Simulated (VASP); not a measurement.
Wanted: the native input for a VASP 6.6.1 run.

```
Task                   : relaxation of cell and atoms
Functional             : PBE
Potentials or basis    : VASP PAW PBE potentials, release 64 (Ir)
Cutoff                 : 500 eV
k mesh                 : 8 × 8 × 8
Occupations            : gaussian, width 0.1 eV
Spin                   : no spin polarisation
Dipole correction      : no
Further INCAR settings : ALGO = Normal; EDIFF = 1e-07; IBRION = 2; EDIFFG = -0.05; NSW = 100; ISIF = 3
```

The structure of Ir lies in POSCAR:

```
Ir
1.0
    0.0000000000      1.9150000000      1.9150000000
    1.9150000000      0.0000000000      1.9150000000
    1.9150000000      1.9150000000      0.0000000000
Ir
1
Direct
    0.0000000000      0.0000000000      0.0000000000
```

These files were run (other wordings do the same):

INCAR

```
SYSTEM = Ir
  PREC = Accurate
  ENCUT = 500
  EDIFF = 1E-7
  ISMEAR = 0
  SIGMA = 0.1
  LREAL = .FALSE.
  LASPH = .TRUE.
  NELM = 120
  ALGO = Normal
  ISIF = 3
  LWAVE = .FALSE.
  LCHARG = .FALSE.
  GGA = PE
  IBRION = 2
  NSW = 100
  EDIFFG = -0.05
  GGA_COMPAT = .FALSE.
  NELMIN = 4
```

KPOINTS

```
regular mesh
0
G
  8 8 8
  0 0 0
```

Potentials or basis: VASP PAW PBE potentials, release 64 (Ir).

Launch:

```bash
$ cat potpaw_PBE.64/Ir/POTCAR > POTCAR
$ mpirun -np 1 vasp_std > vasp.out
```

It gave:

```yaml
Relaxed_volume: 14.57 Å³/atom
Relaxed_cell: a = 2.742 Å, b = 2.742 Å, c = 2.742 Å, α = 60.00°, β = 60.00°, γ = 60.00°
Space_group_after_relaxing_to_0.05_Å: Fm-3m (No. 225)
Energy_gained_by_relaxing: 22.1 meV/atom
Ionic_steps: 4
Pressure_after_relaxing: -0.1 GPa
```

It took 9.7 s on 1 thread of Intel Xeon 6975P-C, on a shared host, peak memory 0.13 GiB.
